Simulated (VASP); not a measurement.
# CdTe (I-4m2) in VASP: a series of runs

The runs below take CdTe through single point, with LDA.

Everything below comes from runs of VASP 6.6.1. Logs are shortened: lines on timing, memory, paths and dates and some standing lists are left out, and cuts for length are marked.

### Step 1. The cell of the first run

Symmetry: I-4m2, No. 119, tetragonal system. The conventional cell has a = 4.442 Å, b = 4.442 Å, c = 6.487 Å, α = 90.00°, β = 90.00°, γ = 90.00°. Within 3.6 Å of Cd (site symmetry -4m2) lie 4 Te at 2.75 Å. Te (site symmetry -4m2) has 4 Cd at 2.75 Å within 3.6 Å.

### Step 2. Single point, LDA (in-plane strain -0.02)

Input file INCAR:

```
SYSTEM = CdTe
PREC = Accurate
ENCUT = 520
EDIFF = 1E-6
ISMEAR = 0
SIGMA = 0.01
LREAL = .False.
LASPH = .True.
NELM = 80
ALGO = Normal
ISIF = 2
LWAVE = .False.
LCHARG = .False.
GGA = CA
NBANDS = 16
```

Input file KPOINTS:

```
Automatic mesh
0
Gamma
  6 6 6
  0 0 0
```

Input file POSCAR:

```
CdTe
1.0
    3.1409000000      3.1409000000      0.0000000000
   -3.1409000000      3.1409000000      0.0000000000
    0.0000000000      3.1409000000      3.2434600000
Cd Te
1 1
Direct
    0.0000000000      0.0000000000      0.0000000000
    0.7500000000      0.2500000000      0.5000000000
```

Potentials or basis: VASP PAW LDA potentials, release 64 (Cd, Te).

Launch:

```
cat potpaw_LDA.64/Cd/POTCAR potpaw_LDA.64/Te/POTCAR > POTCAR
mpirun -np 1 vasp_std > vasp.out
```

OUTCAR:

```text
SYSTEM = CdTe
   PREC = Accurate
   ENCUT = 520
   EDIFF = 1E-6
   ISMEAR = 0
   LREAL = .False.
   LASPH = .True.
   NELM = 80
   ISIF = 2
   GGA = CA

 ion  position               nearest neighbor table
   1  0.000  0.000  0.000-   2 2.75   2 2.75   2 2.75   2 2.75
   2  0.750  0.250  0.500-   1 2.75   1 2.75   1 2.75   1 2.75

  LATTYP: Found a body centered tetragonal cell.
 ALAT       =     4.4419033781
 C/A-ratio  =     1.4603919644

  Lattice vectors:

 A1 = (   3.1409000000,   0.0000000000,  -3.2434600000)
 A2 = (  -3.1409000000,   0.0000000000,  -3.2434600000)
 A3 = (   0.0000000000,   3.1409000000,   3.2434600000)

Analysis of symmetry for initial positions (statically):
=====================================================================
 Subroutine PRICEL returns:
 Original cell was already a primitive cell.

 Routine SETGRP: Setting up the symmetry group for a
 body centered tetragonal supercell.

 Subroutine GETGRP returns: Found  8 space group operations
 (whereof  8 operations were pure point group operations)
 out of a pool of 16 trial point group operations.

The static configuration has the point symmetry D_2d.

Analysis of symmetry for dynamics (positions and initial velocities):
=====================================================================
 Subroutine PRICEL returns:
 Original cell was already a primitive cell.

 Routine SETGRP: Setting up the symmetry group for a
 body centered tetragonal supercell.

 Subroutine GETGRP returns: Found  8 space group operations
 (whereof  8 operations were pure point group operations)
 out of a pool of 16 trial point group operations.

The dynamic configuration has the point symmetry D_2d.

 Subroutine INISYM returns: Found  8 space group operations
 (whereof  8 operations are pure point group operations),
 and found     1 'primitive' translations

----------------------------------------------------------------------------------------

                                     Primitive cell

  volume of cell :      63.9951

  direct lattice vectors                    reciprocal lattice vectors
     3.140900000  3.140900000  0.000000000     0.159190041  0.159190041 -0.154156364
    -3.140900000  3.140900000  0.000000000    -0.159190041  0.159190041 -0.154156364
     0.000000000  3.140900000  3.243460000     0.000000000  0.000000000  0.308312728

  length of vectors
     4.441903378  4.441903378  4.515006709     0.272850001  0.272850001  0.308312728

  position of ions in fractional coordinates (direct lattice)
     0.000000000  0.000000000  0.000000000
     0.750000000  0.250000000  0.500000000

  ion indices of the primitive-cell ions
   primitive index   ion index
                 1           1
                 2           2

----------------------------------------------------------------------------------------

 KPOINTS: Automatic mesh

Automatic generation of k-mesh.
 Grid dimensions read from file:
 generate k-points for:    6    6    6

 Generating k-lattice:

  Cartesian coordinates                     Fractional coordinates (reciprocal lattice)
     0.026531674  0.026531674 -0.025692727     0.166666667  0.000000000  0.000000000
    -0.026531674  0.026531674 -0.025692727     0.000000000  0.166666667  0.000000000
     0.000000000  0.000000000  0.051385455     0.000000000  0.000000000  0.166666667

  Length of vectors
     0.045475000  0.045475000  0.051385455

  Shift w.r.t. Gamma in fractional coordinates (k-lattice)
     0.000000000  0.000000000  0.000000000

 Subroutine IBZKPT returns following result:
 ===========================================

 Found     30 irreducible k-points:

 Following reciprocal coordinates:
            Coordinates               Weight
  0.000000  0.000000  0.000000      1.000000
  0.166667  0.000000 -0.000000      8.000000
  0.333333  0.000000 -0.000000      8.000000
  0.500000  0.000000 -0.000000      4.000000
  0.166667  0.166667 -0.000000      8.000000
  0.333333  0.166667 -0.000000     16.000000
[... 16 lines left out ...]
 -0.333333 -0.333333  0.166667      4.000000
 -0.166667 -0.333333  0.166667     16.000000
 [... further k-points ...]
   k-points           NKPTS =     30   k-points in BZ     NKDIM =     30   number of bands    NBANDS=     16
   number of dos      NEDOS =    301   number of ions     NIONS =      2
   total plane-waves  NPLWV =  46656
   dimension x,y,z NGX =    36 NGY =   36 NGZ =   36
   dimension x,y,z NGXF=    72 NGYF=   72 NGZF=   72
   ions per type =               1   1
   NGX,Y,Z   is equivalent  to a cutoff of  13.47, 13.47, 13.26 a.u.
   NGXF,Y,Z  is equivalent  to a cutoff of  26.95, 26.95, 26.51 a.u.
 SYSTEM =  CdTe
   PREC   = accura    normal or accurate (medium, high low for compatibility)
   ISTART =      0    job   : 0-new  1-cont  2-samecut
   ICHARG =      2    charge: 1-file 2-atom 10-const
   ISPIN  =      1    spin polarized calculation?
   LNONCOLLINEAR =      F non collinear calculations
   LSORBIT =      F    spin-orbit coupling
   LASPH  =      T    aspherical Exc in radial PAW
   ENCUT  =  520.0 eV  38.22 Ry    6.18 a.u.   8.26  8.26  8.39*2*pi/ulx,y,z
   NELM   =     80;   NELMIN=  2; NELMDL= -5     # of ELM steps
   EDIFF  = 0.1E-05   stopping-criterion for ELM
   LREAL  =      F    real-space projection
   EDIFFG = 0.1E-04   stopping-criterion for IOM
   NSW    =      0    number of steps for IOM
   IBRION =     -1    ionic relax: 0-MD 1-quasi-New 2-CG
   NFREE  =      0    steps in history (QN), initial steepest desc. (CG)
   ISIF   =      2    stress and relaxation
   ISYM   =      2    0-nonsym 1-usesym 2-fastsym
   POTIM  = 0.5000    time-step for ionic-motion
   TEBEG  =    0.0;   TEEND  =   0.0 temperature during run
   PSTRESS=    0.0 pullay stress
   NELECT =      18.0000    total number of electrons
   NUPDOWN=      -1.0000    fix difference up-down
   EMIN   =  10.00;   EMAX   =-10.00  energy-range for DOS
   EFERMI =   0.00;   METHOD = LEGACY
   ISMEAR =     0;   SIGMA  =   0.01  broadening in eV -4-tet -1-fermi 0-gaus
   EFERMI_NEDOS =   21; number of points for ismear=-14 and -15
   IALGO  =     38    algorithm
   IMIX   =      4    mixing-type and parameters
     AMIX     =   0.40;   BMIX     =  1.00
     AMIX_MAG =   1.60;   BMIX_MAG =  1.00
  volume/ion in A,a.u.               =      32.00       215.93
  Fermi-wavevector in a.u.,A,eV,Ry     =   1.072630  2.026977 15.653991  1.150536
  Thomas-Fermi vector in A             =   2.208406
   LORBIT       =      0    0 simple, 1 ext, 2 COOP (PROOUT), +10 PAW based schemes
   GGA     = CA    functional components
   LHFCALC =     F    Hartree Fock is set to
   AEXX    =    0.0000 exact exchange contribution
   IVDW    =     0    specifies the selected vdW correction
   LEPSILON=     F    determine dielectric tensor
   LRPA    =     F    only Hartree local field effects (RPA)
 non-spin polarized calculation
 Gauss-broadening in eV      SIGMA  =   0.01
  energy-cutoff  :      520.00
  volume of cell :       64.00
 maximum number of plane-waves:      1745
 NGX is ok and might be reduce to    36
   NGX = 17   NGY = 17   NGZ = 17

 number of electron      17.9999999 magnetization

 Free energy of the ion-electron system (eV)
  ---------------------------------------------------
  ext. energy  EPLUGINS =         0.00000000
  ---------------------------------------------------
  free energy    TOTEN  =        -6.03064613 eV

  energy without entropy =       -6.03064613  energy(sigma->0) =       -6.03064613

 E-fermi :   2.8926     XC(G=0):  -9.2136

 val. band max:        2.7881154027   @ k =   0.0000   0.0000   0.0000
 cond. band min:       3.4846110612   @ k =   0.0000   0.0000   0.0000
 fundamental gap:      0.6964956585
 Fermi energy:         2.8926247358

 k-point     1 :       0.0000    0.0000    0.0000
  band No.  band energies     occupation
      1      -8.8617      2.00000
      2      -5.7867      2.00000
      3      -5.7786      2.00000
      4      -5.7786      2.00000
      5      -5.4745      2.00000
      6      -5.4652      2.00000
[... 8 lines left out ...]
     15      11.9246      0.00000
     16      12.3636      0.00000

 k-point     2 :       0.1667    0.0000   -0.0000
  band No.  band energies     occupation
      1      -8.7453      2.00000
      2      -5.7622      2.00000
      3      -5.7561      2.00000
      4      -5.6949      2.00000
      5      -5.4747      2.00000
      6      -5.4682      2.00000
[... 8 lines left out ...]
     15      11.1832      0.00000
     16      11.3099      0.00000

 k-point     3 :       0.3333    0.0000   -0.0000
  band No.  band energies     occupation
      1      -8.5108      2.00000
      2      -5.7250      2.00000
      3      -5.7166      2.00000
      4      -5.4694      2.00000
      5      -5.4672      2.00000
      6      -5.3791      2.00000
[... 8 lines left out ...]
     15      11.6120      0.00000
     16      11.6623      0.00000

 k-point     4 :       0.5000    0.0000   -0.0000
  band No.  band energies     occupation
      1      -8.3955      2.00000
      2      -5.7112      2.00000
      3      -5.7009      2.00000
      4      -5.4618      2.00000
      5      -5.4579      2.00000
      6      -5.0725      2.00000
[... 8 lines left out ...]
     15      13.0089      0.00000
     16      13.2072      0.00000

 k-point     5 :       0.1667    0.1667   -0.0000
  band No.  band energies     occupation
      1      -8.5911      2.00000
      2      -5.7358      2.00000
      3      -5.7140      2.00000
      4      -5.5515      2.00000
      5      -5.4832      2.00000
      6      -5.4506      2.00000
[... 8 lines left out ...]
     15      11.6803      0.00000
     16      12.5574      0.00000

 k-point     6 :       0.3333    0.1667   -0.0000
  band No.  band energies     occupation
      1      -8.3988      2.00000
      2      -5.6980      2.00000
      3      -5.6841      2.00000
      4      -5.4773      2.00000
      5      -5.4729      2.00000
      6      -5.1571      2.00000
[... 8 lines left out ...]
     15      11.8866      0.00000
     16      13.1040      0.00000

 k-point     7 :       0.5000    0.1667   -0.0000
  band No.  band energies     occupation
      1      -8.3593      2.00000
      2      -5.6919      2.00000
      3      -5.6729      2.00000
      4      -5.4945      2.00000
      5      -5.4560      2.00000
      6      -5.0432      2.00000
[... 8 lines left out ...]
     15      12.8012      0.00000
     16      13.2457      0.00000

 k-point     8 :      -0.3333    0.1667    0.0000
  band No.  band energies     occupation
      1      -8.5096      2.00000
      2      -5.7101      2.00000
      3      -5.6915      2.00000
      4      -5.5480      2.00000
      5      -5.4558      2.00000
      6      -5.3913      2.00000
[... 8 lines left out ...]
     15      12.3535      0.00000
     16      12.6428      0.00000

 k-point     9 :      -0.1667    0.1667    0.0000
  band No.  band energies     occupation
      1      -8.7045      2.00000
      2      -5.7436      2.00000
      3      -5.7319      2.00000
      4      -5.6981      2.00000
      5      -5.4767      2.00000
      6      -5.4623      2.00000
[... 8 lines left out ...]
     15      11.9446      0.00000
     16      12.2973      0.00000
[... 172 lines left out ...]
 k-point    19 :       0.3333    0.3333    0.1667
  band No.  band energies     occupation
      1      -8.3588      2.00000
      2      -5.6776      2.00000
      3      -5.6499      2.00000
      4      -5.5272      2.00000
      5      -5.4563      2.00000
      6      -5.1196      2.00000
[... 8 lines left out ...]
     15      13.0117      0.00000
     16      14.2396      0.00000

 k-point    20 :       0.5000    0.3333    0.1667
  band No.  band energies     occupation
      1      -8.2862      2.00000
      2      -5.6659      2.00000
      3      -5.6351      2.00000
      4      -5.5027      2.00000
      5      -5.4707      2.00000
      6      -4.8834      2.00000
[... 8 lines left out ...]
     15      13.4366      0.00000
     16      14.3543      0.00000

 k-point    21 :       0.5000    0.5000    0.1667
  band No.  band energies     occupation
      1      -8.2498      2.00000
      2      -5.6338      2.00000
      3      -5.6210      2.00000
      4      -5.5282      2.00000
      5      -5.4586      2.00000
      6      -4.8192      2.00000
[... 8 lines left out ...]
     15      14.2181      0.00000
     16      14.3032      0.00000

 k-point    22 :      -0.1667    0.5000    0.1667
  band No.  band energies     occupation
      1      -8.3603      2.00000
      2      -5.6667      2.00000
      3      -5.6608      2.00000
      4      -5.5287      2.00000
      5      -5.4559      2.00000
      6      -5.1152      2.00000
[... 8 lines left out ...]
     15      13.2884      0.00000
     16      14.0729      0.00000

 k-point    23 :      -0.3333   -0.3333    0.1667
  band No.  band energies     occupation
      1      -8.2543      2.00000
      2      -5.6369      2.00000
      3      -5.6122      2.00000
      4      -5.5353      2.00000
      5      -5.4541      2.00000
      6      -4.8260      2.00000
[... 8 lines left out ...]
     15      13.7073      0.00000
     16      14.0443      0.00000

 k-point    24 :      -0.1667   -0.3333    0.1667
  band No.  band energies     occupation
      1      -8.2927      2.00000
      2      -5.6604      2.00000
      3      -5.6406      2.00000
      4      -5.5014      2.00000
      5      -5.4673      2.00000
      6      -4.8972      2.00000
[... 8 lines left out ...]
     15      13.2194      0.00000
     16      13.9610      0.00000

 [... further k-points ...]
[... 5 lines left out ...]
  --------------------------------------------------------------------------------------
  -------------------------------------------------------------------------------------
  Total        0.7495954      0.7495954      0.5129807      0.0000000      0.0000000      0.0000000
  in kB       18.7668226     18.7668226     12.8429524      0.0000000      0.0000000      0.0000000
  external PRESSURE =      16.7921992 kB  Pullay stress =       0.0000000 kB

 VOLUME and BASIS-vectors are now :
 -----------------------------------------------------------------------------
  energy-cutoff  :      520.00
  volume of cell :       64.00
      direct lattice vectors                 reciprocal lattice vectors
     3.140900000  3.140900000  0.000000000     0.159190041  0.159190041 -0.154156364
    -3.140900000  3.140900000  0.000000000    -0.159190041  0.159190041 -0.154156364
     0.000000000  3.140900000  3.243460000     0.000000000  0.000000000  0.308312728

 POSITION                                       TOTAL-FORCE (eV/Angst)
 -----------------------------------------------------------------------------------
      0.00000      0.00000      0.00000         0.000000     -0.000000      0.000000
      1.57045      4.71135      1.62173        -0.000000      0.000000      0.000000
 -----------------------------------------------------------------------------------
    total drift:                                0.000000     -0.000000      0.000000

  FREE ENERGIE OF THE ION-ELECTRON SYSTEM (eV)
  ---------------------------------------------------
  free  energy   TOTEN  =        -6.0306461339 eV

  energy  without entropy=       -6.0306461339  energy(sigma->0) =       -6.03064613
```

It took 15 s on 1 thread of Intel Xeon 6975P-C, shared host; peak memory 0.18 GiB.

What came out:

- Free energy: -6.0306 eV
- Pressure: 1.7 GPa
- Band gap on the k mesh: 0.70 eV, direct

Levels at points of the mesh, in eV from the valence-band top:
```csv
k point,band 7,band 8,band 9,band 10,band 11,band 12
"(0.00, 0.00, 0.00)",-0.12,0.00,0.00,0.70,4.42,4.42
"(0.50, 0.00, 0.00)",-4.90,-1.01,-0.83,1.67,4.94,5.13
"(0.50, 0.50, 0.00)",-4.67,-2.22,-2.17,2.22,2.40,9.01
"(0.00, 0.00, 0.50)",-4.84,-2.05,-2.05,2.36,2.66,8.78
```

Caveat: the cell differs from its parent crystal (in-plane strain -0.02); spin-orbit coupling is left out, which moves the levels of the heavy elements.

(Continued in part 2 of 2.)
